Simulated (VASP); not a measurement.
# BaO (Fm-3m) in VASP: settings compared

BaO is run at these levels: PBE, r2SCAN, HSE06; tasks: single point.

Everything below comes from runs of VASP 6.6.1. Logs are shortened: lines on timing, memory, paths and dates and some standing lists are left out, and cuts for length are marked.

## 1. The cell of the first run

The structure is cubic, space group Fm-3m (No. 225). The conventional cell has a = 5.544 Å, b = 5.544 Å, c = 5.544 Å, α = 90.00°, β = 90.00°, γ = 90.00°. Ba (site symmetry m-3m) has 6 O at 2.77 Å within 3.7 Å. O (site symmetry m-3m) has 6 Ba at 2.77 Å within 3.7 Å.

## 2. Single point, PBE

Input file INCAR:

```
  ALGO = Normal
  EDIFF = 1E-6
  ENCUT = 600
  GGA = PE
  GGA_COMPAT = F
  ISIF = 2
  ISMEAR = 0
  LASPH = T
  LCHARG = T
  LELF = T
  LREAL = F
  LVHAR = T
  LWAVE = F
  NBANDS = 15
  NELM = 120
  PREC = Accurate
  SIGMA = 0.01
```

Input file KPOINTS:

```
k-points
0
Gamma
  6 6 6
```

Input file POSCAR:

```
BaO
1.0
    0.0000000000      2.7719426816      2.7719426816
    2.7719426816      0.0000000000      2.7719426816
    2.7719426816      2.7719426816      0.0000000000
Ba O
1 1
Direct
    0.0000000000      0.0000000000      0.0000000000
    0.5000000000      0.5000000000      0.5000000000
```

Potentials or basis: VASP PAW PBE potentials, release 64 (Ba_sv, O).

On the command line:

```bash
$ cat potpaw_PBE.64/Ba_sv/POTCAR potpaw_PBE.64/O/POTCAR > POTCAR
$ mpirun -np 1 vasp_std > vasp.out
```

OUTCAR:

```text
EDIFF = 1E-6
   ENCUT = 600
   GGA = PE
   ISIF = 2
   ISMEAR = 0
   LASPH = T
   LREAL = F
   NELM = 120
   PREC = Accurate

 ion  position               nearest neighbor table
   1  0.000  0.000  0.000-   2 2.77   2 2.77   2 2.77   2 2.77   2 2.77   2 2.77
   2  0.500  0.500  0.500-   1 2.77   1 2.77   1 2.77   1 2.77   1 2.77   1 2.77

  LATTYP: Found a face centered cubic cell.
 ALAT       =     5.5438853632

  Lattice vectors:

 A1 = (   0.0000000000,   2.7719426816,   2.7719426816)
 A2 = (   2.7719426816,   0.0000000000,   2.7719426816)
 A3 = (   2.7719426816,   2.7719426816,   0.0000000000)

Analysis of symmetry for initial positions (statically):
=====================================================================
 Subroutine PRICEL returns:
 Original cell was already a primitive cell.

 Routine SETGRP: Setting up the symmetry group for a
 face centered cubic supercell.

 Subroutine GETGRP returns: Found 48 space group operations
 (whereof 48 operations were pure point group operations)
 out of a pool of 48 trial point group operations.

The static configuration has the point symmetry O_h .

Analysis of symmetry for dynamics (positions and initial velocities):
=====================================================================
 Subroutine PRICEL returns:
 Original cell was already a primitive cell.

 Routine SETGRP: Setting up the symmetry group for a
 face centered cubic supercell.

 Subroutine GETGRP returns: Found 48 space group operations
 (whereof 48 operations were pure point group operations)
 out of a pool of 48 trial point group operations.

The dynamic configuration has the point symmetry O_h .

 Subroutine INISYM returns: Found 48 space group operations
 (whereof 48 operations are pure point group operations),
 and found     1 'primitive' translations

----------------------------------------------------------------------------------------

                                     Primitive cell

  volume of cell :      42.5974

  direct lattice vectors                    reciprocal lattice vectors
     0.000000000  2.771942682  2.771942682    -0.180378910  0.180378910  0.180378910
     2.771942682  0.000000000  2.771942682     0.180378910 -0.180378910  0.180378910
     2.771942682  2.771942682  0.000000000     0.180378910  0.180378910 -0.180378910

  length of vectors
     3.920118934  3.920118934  3.920118934     0.312425437  0.312425437  0.312425437

  position of ions in fractional coordinates (direct lattice)
[... 79 lines left out ...]
   TEBEG  =    0.0;   TEEND  =   0.0 temperature during run
   PSTRESS=    0.0 pullay stress
   NELECT =      16.0000    total number of electrons
   NUPDOWN=      -1.0000    fix difference up-down
   EMIN   =  10.00;   EMAX   =-10.00  energy-range for DOS
   EFERMI =   0.00;   METHOD = LEGACY
   ISMEAR =     0;   SIGMA  =   0.01  broadening in eV -4-tet -1-fermi 0-gaus
   EFERMI_NEDOS =   21; number of points for ismear=-14 and -15
   IALGO  =     38    algorithm
   IMIX   =      4    mixing-type and parameters
     AMIX     =   0.40;   BMIX     =  1.00
     AMIX_MAG =   1.60;   BMIX_MAG =  1.00
  volume/ion in A,a.u.               =      21.30       143.73
  Fermi-wavevector in a.u.,A,eV,Ry     =   1.181192  2.232130 18.983054  1.395215
  Thomas-Fermi vector in A             =   2.317470
   LORBIT       =      0    0 simple, 1 ext, 2 COOP (PROOUT), +10 PAW based schemes
   GGA     = PE    functional components
   LHFCALC =     F    Hartree Fock is set to
   AEXX    =    0.0000 exact exchange contribution
   IVDW    =     0    specifies the selected vdW correction
   LEPSILON=     F    determine dielectric tensor
   LRPA    =     F    only Hartree local field effects (RPA)
 non-spin polarized calculation
 Gauss-broadening in eV      SIGMA  =   0.01
  energy-cutoff  :      600.00
  volume of cell :       42.60
 maximum number of plane-waves:      1435
   NGX = 15   NGY = 15   NGZ = 15

 number of electron      16.0000000 magnetization

 Free energy of the ion-electron system (eV)
  ---------------------------------------------------
  ext. energy  EPLUGINS =         0.00000000
  ---------------------------------------------------
  free energy    TOTEN  =       -11.79658076 eV

  energy without entropy =      -11.79658076  energy(sigma->0) =      -11.79658076

 E-fermi :   1.9803     XC(G=0):  -9.6074

 val. band max:        1.8577371288   @ k =   0.5000   0.5000   0.0000
 cond. band min:       3.8419254758   @ k =   0.5000   0.5000   0.0000
 fundamental gap:      1.9841883470
 Fermi energy:         1.9803275063

 k-point     1 :       0.0000    0.0000    0.0000
  band No.  band energies     occupation
      1     -24.0544      2.00000
      2     -13.1518      2.00000
      3      -8.5719      2.00000
      4      -8.5719      2.00000
      5      -8.5719      2.00000
      6       1.5225      2.00000
      7       1.5225      2.00000
      8       1.5225      2.00000
      9       5.3919      0.00000
     10       6.5421      0.00000
     11       6.5421      0.00000
     12       6.5421      0.00000
     13       8.8013      0.00000
     14       8.8013      0.00000
[... 257 lines left out ...]
      2     -13.4706      2.00000
      3      -9.8347      2.00000
      4      -9.3928      2.00000
      5      -8.7706      2.00000
      6       0.8094      2.00000
      7       1.6221      2.00000
      8       1.7405      2.00000
      9       5.1352      0.00000
     10       8.0443      0.00000
     11       8.5095      0.00000
     12      11.3613      0.00000
     13      11.5837      0.00000
     14      13.9114      0.00000
     15      14.1740      0.00000

------------------------ aborting loop because EDIFF is reached ----------------------------------------

  FORCE on cell =-STRESS in cart. coord.  units (eV):
  Direction    XX          YY          ZZ          XY          YZ          ZX
  --------------------------------------------------------------------------------------
  -------------------------------------------------------------------------------------
  Total        0.7367908      0.7367908      0.7367908     -0.0000000     -0.0000000     -0.0000000
  in kB       27.7122651     27.7122651     27.7122651     -0.0000000     -0.0000000     -0.0000000
  external PRESSURE =      27.7122651 kB  Pullay stress =       0.0000000 kB

 VOLUME and BASIS-vectors are now :
 -----------------------------------------------------------------------------
  energy-cutoff  :      600.00
  volume of cell :       42.60
      direct lattice vectors                 reciprocal lattice vectors
     0.000000000  2.771942682  2.771942682    -0.180378910  0.180378910  0.180378910
     2.771942682  0.000000000  2.771942682     0.180378910 -0.180378910  0.180378910
     2.771942682  2.771942682  0.000000000     0.180378910  0.180378910 -0.180378910

 POSITION                                       TOTAL-FORCE (eV/Angst)
 -----------------------------------------------------------------------------------
      0.00000      0.00000      0.00000        -0.000000     -0.000000      0.000000
      2.77194      2.77194      2.77194         0.000000      0.000000     -0.000000
 -----------------------------------------------------------------------------------
    total drift:                                0.000000     -0.000000      0.000000

  FREE ENERGIE OF THE ION-ELECTRON SYSTEM (eV)
  ---------------------------------------------------
  free  energy   TOTEN  =       -11.7965807647 eV

  energy  without entropy=      -11.7965807647  energy(sigma->0) =      -11.79658076
```

It took 6 s on 1 thread of Intel Xeon 6975P-C (Granite Rapids), shared host; peak memory 0.18 GiB.

Results:

```
Free energy            : -11.7966 eV
Pressure               : 2.8 GPa
Band gap on the k mesh : 1.98 eV
```

Caveat: spin-orbit coupling is left out, which moves the levels of the heavy elements. A k mesh can miss the band edges.

## 3. Single point, PBE

Input file INCAR:

```
SYSTEM = BaO
PREC     = Accurate       ! precision mode
ENCUT    = 600            ! plane-wave cutoff, eV
EDIFF    = 1E-6           ! SCF threshold, eV
ISMEAR   = 0              ! smearing method
SIGMA    = 0.01           ! smearing width, eV
LREAL    = .False.        ! projectors in reciprocal space
LASPH    = .True.         ! aspherical terms in the spheres
NELM     = 120            ! most SCF steps
ALGO     = Normal         ! electronic algorithm
ISIF     = 2              ! what is computed and relaxed
LWAVE    = .False.        ! write WAVECAR
LCHARG   = .False.        ! write CHGCAR
GGA      = PE             ! functional
NBANDS   = 15             ! bands
GGA_COMPAT= .False.
```

Input file KPOINTS:

```
Automatic mesh
0
Gamma
  6 6 6
  0 0 0
```

POSCAR is that of step 2.

Potentials or basis: VASP PAW PBE potentials, release 64 (Ba_sv, O).

On the command line:

```bash
$ cat potpaw_PBE.64/Ba_sv/POTCAR potpaw_PBE.64/O/POTCAR > POTCAR
$ mpirun -np 1 vasp_std > vasp.out
```

Wall time 5.5 s (1 thread of Intel Xeon 6975P-C (Granite Rapids), shared host); peak memory 0.18 GiB.

The run converged. Its results:

```yaml
Free_energy: -11.7966 eV
Pressure: 2.8 GPa
Band_gap_on_the_k_mesh: 1.98 eV
```

Levels at points of the mesh, in eV from the valence-band top:
```csv
k point,band 5,band 6,band 7,band 8,band 9,band 10,band 11,band 12
"(0.00, 0.00, 0.00)",-10.43,-0.34,-0.34,-0.34,3.53,4.68,4.68,4.68
"(0.50, 0.00, 0.00)",-10.55,-1.99,-1.46,-1.46,4.92,7.15,7.15,8.17
"(0.50, 0.50, 0.00)",-11.01,-0.15,-0.15,0.00,1.98,5.96,8.88,9.38
```

Caveat: spin-orbit coupling is left out, which moves the levels of the heavy elements.

## 4. Single point, r2SCAN

POSCAR is that of step 3.

Input file INCAR.step1:

```
PREC = Accurate
ENCUT = 660
ISMEAR = 0
SIGMA = 0.01
LREAL = False
LASPH = True
NELM = 120
NBANDS = 15
GGA = PE
ALGO = Normal
EDIFF = 1E-5
LWAVE = True
LCHARG = False
GGA_COMPAT = False
```

Input file INCAR.step2:

```
PREC = Accurate
ENCUT = 660
EDIFF = 1E-6
ISMEAR = 0
SIGMA = 0.01
LREAL = False
LASPH = True
NELM = 120
ALGO = Normal
ISIF = 2
LWAVE = False
LCHARG = False
METAGGA = R2SCAN
LMIXTAU = True
NBANDS = 15
ISTART = 1
GGA_COMPAT = False
```

Input file KPOINTS:

```
regular mesh
0
Gamma
  6 6 6
```

Potentials or basis: VASP PAW PBE potentials, release 64 (Ba_sv, O).

On the command line:

```bash
$ cat potpaw_PBE.64/Ba_sv/POTCAR potpaw_PBE.64/O/POTCAR > POTCAR
$ cp INCAR.step1 INCAR
$ mpirun -np 1 vasp_std > vasp.out
$ cp INCAR.step2 INCAR
$ mpirun -np 1 vasp_std > vasp.out
```

OUTCAR:

```text
PREC = Accurate
   ENCUT = 660
   EDIFF = 1E-6
   ISMEAR = 0
   LREAL = False
   LASPH = True
   NELM = 120
   ISIF = 2
   METAGGA = R2SCAN
   ISTART = 1

 ion  position               nearest neighbor table
   1  0.000  0.000  0.000-   2 2.77   2 2.77   2 2.77   2 2.77   2 2.77   2 2.77
   2  0.500  0.500  0.500-   1 2.77   1 2.77   1 2.77   1 2.77   1 2.77   1 2.77

  LATTYP: Found a face centered cubic cell.
 ALAT       =     5.5438853632

  Lattice vectors:

[... 466 lines left out ...]

  FORCE on cell =-STRESS in cart. coord.  units (eV):
  Direction    XX          YY          ZZ          XY          YZ          ZX
  --------------------------------------------------------------------------------------
  -------------------------------------------------------------------------------------
  Total        0.4198997      0.4198997      0.4198997      0.0000000      0.0000000     -0.0000000
  in kB       15.7933174     15.7933174     15.7933174      0.0000000      0.0000000     -0.0000000
  external PRESSURE =      15.7933174 kB  Pullay stress =       0.0000000 kB

 VOLUME and BASIS-vectors are now :
 -----------------------------------------------------------------------------
  energy-cutoff  :      660.00
  volume of cell :       42.60
      direct lattice vectors                 reciprocal lattice vectors
     0.000000000  2.771942682  2.771942682    -0.180378910  0.180378910  0.180378910
     2.771942682  0.000000000  2.771942682     0.180378910 -0.180378910  0.180378910
     2.771942682  2.771942682  0.000000000     0.180378910  0.180378910 -0.180378910

 POSITION                                       TOTAL-FORCE (eV/Angst)
 -----------------------------------------------------------------------------------
      0.00000      0.00000      0.00000        -0.000000      0.000000     -0.000000
      2.77194      2.77194      2.77194         0.000000      0.000000      0.000000
 -----------------------------------------------------------------------------------
    total drift:                                0.000000      0.000000      0.000000

  FREE ENERGIE OF THE ION-ELECTRON SYSTEM (eV)
  ---------------------------------------------------
  free  energy   TOTEN  =       -37.8262344962 eV

  energy  without entropy=      -37.8262344962  energy(sigma->0) =      -37.82623450
```

OUTCAR.step1:

```text
PREC = Accurate
   ENCUT = 660
   ISMEAR = 0
   LREAL = False
   LASPH = True
[... 499 lines left out ...]
      0.00000      0.00000      0.00000         0.000000     -0.000000      0.000000
      2.77194      2.77194      2.77194        -0.000000      0.000000     -0.000000
 -----------------------------------------------------------------------------------
    total drift:                                0.000000      0.000000      0.000000

  FREE ENERGIE OF THE ION-ELECTRON SYSTEM (eV)
  ---------------------------------------------------
  free  energy   TOTEN  =       -11.7983036325 eV

  energy  without entropy=      -11.7983036325  energy(sigma->0) =      -11.79830363
```

OSZICAR.step1:

```text
N       E                     dE             d eps       ncg     rms          rms(c)
DAV:   1     0.933232814341E+02    0.93323E+02   -0.90424E+03   480   0.119E+03
DAV:   2    -0.937557636617E+01   -0.10270E+03   -0.91261E+02   679   0.218E+02
DAV:   3    -0.143472145207E+02   -0.49716E+01   -0.49368E+01   566   0.493E+01
DAV:   4    -0.144139093649E+02   -0.66695E-01   -0.66681E-01   600   0.579E+00
DAV:   5    -0.144153164337E+02   -0.14071E-02   -0.14070E-02   571   0.734E-01    0.955E+00
DAV:   6    -0.120535288662E+02    0.23618E+01   -0.87573E+00   494   0.219E+01    0.626E+00
DAV:   7    -0.118223940616E+02    0.23113E+00   -0.64838E-01   565   0.631E+00    0.222E+00
DAV:   8    -0.117973537359E+02    0.25040E-01   -0.10559E-01   564   0.331E+00    0.531E-01
DAV:   9    -0.117970138671E+02    0.33987E-03   -0.97345E-03   564   0.948E-01    0.166E-01
DAV:  10    -0.117983184137E+02   -0.13045E-02   -0.28239E-03   501   0.435E-01    0.496E-02
DAV:  11    -0.117982939712E+02    0.24442E-04   -0.17836E-04   592   0.112E-01    0.263E-02
DAV:  12    -0.117983036325E+02   -0.96612E-05   -0.26041E-05   515   0.481E-02
   1 F= -.11798304E+02 E0= -.11798304E+02  d E =-.208772E-71
```

It took 33 s on 1 thread of Intel Xeon 6975P-C (Granite Rapids), shared host; peak memory 0.22 GiB.

Results:

```yaml
Free_energy: -37.8262 eV
Pressure: 1.6 GPa
Band_gap_on_the_k_mesh: 2.32 eV
```

Caveat: the PAW data sets were made with another functional, which shifts forces and pressure a little; spin-orbit coupling is left out, which moves the levels of the heavy elements. A k mesh can miss the band edges.

## 5. Single point, PBE

Input file INCAR:

```
ALGO     = Normal         # electronic algorithm
EDIFF    = 1E-6           # SCF threshold, eV
ENCUT    = 600            # plane-wave cutoff, eV
GGA      = PE             # functional
GGA_COMPAT= False        
ISIF     = 2              # what is computed and relaxed
ISMEAR   = 0              # smearing method
LASPH    = True           # aspherical terms in the spheres
LCHARG   = False          # write CHGCAR
LREAL    = False          # projectors in reciprocal space
LWAVE    = False          # write WAVECAR
NBANDS   = 15             # bands
NELM     = 120            # most SCF steps
PREC     = Accurate       # precision mode
SIGMA    = 0.01           # smearing width, eV
```

Input file KPOINTS:

```
k-points
0
Gamma
  8 8 8
```

POSCAR is that of step 4.

On the command line:

```bash
$ cat potpaw_PBE.64/Ba_sv/POTCAR potpaw_PBE.64/O/POTCAR > POTCAR
$ mpirun -np 1 vasp_std > vasp.out
```

Wall time 8.1 s (1 thread of Intel Xeon 6975P-C (Granite Rapids), shared host); peak memory 0.18 GiB.

It converged, with:

```
Free energy            : -11.7967 eV
Pressure               : 2.8 GPa
Band gap on the k mesh : 1.98 eV
```

Levels at points of the mesh, in eV from the valence-band top:
```csv
k point,band 6,band 7,band 8,band 9,band 10,band 11
"(0.00, 0.00, 0.00)",-0.34,-0.34,-0.34,3.53,4.68,4.68
"(0.50, 0.00, 0.00)",-1.99,-1.46,-1.46,4.92,7.15,7.15
"(0.50, 0.50, 0.00)",-0.15,-0.15,0.00,1.98,5.96,8.88
```

Caveat: spin-orbit coupling is left out, which moves the levels of the heavy elements. A k mesh can miss the band edges.

[end of part 1 of 2]
